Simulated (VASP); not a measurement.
Runs of VASP 6.6.1 on NaH. Symmetry: F-43m, No. 216, cubic system. The conventional cell has a = 5.194 Å, b = 5.194 Å, c = 5.194 Å, α = 90.00°, β = 90.00°, γ = 90.00°. Within 3.0 Å of Na (site symmetry -43m) lie 4 H at 2.25 Å. Within 3.0 Å of H (site symmetry -43m) lie 4 Na at 2.25 Å. 

```tsv
level	k mesh	grid for exact exchange (PRECFOCK)	screening parameter	gap on the mesh (eV)	pressure (GPa)
HSE06	6 × 6 × 6	Normal	0.2079 1/Å	(a)	0.1
PBE	6 × 6 × 6	-	-	3.63	0.2
r2SCAN	6 × 6 × 6	-	-	4.07	-0.1
PBE0	6 × 6 × 6	Normal	-	5.35	(c)
PBE	8 × 8 × 8	-	-	(b)	0.2
```

Alike in all rows: task single point; potentials or basis VASP PAW PBE potentials, release 64 (Na_pv, H); no spin polarisation; cell as given; cutoff (eV) 520; smearing gaussian 0.01 eV.

Problem. Fill in the values left out.

Solution. (a) 4.63; (b) 3.61; (c) 0.0.

Caveats: the PAW data sets were made with another functional, which shifts forces and pressure a little (some runs).

A k mesh can miss the band edges.
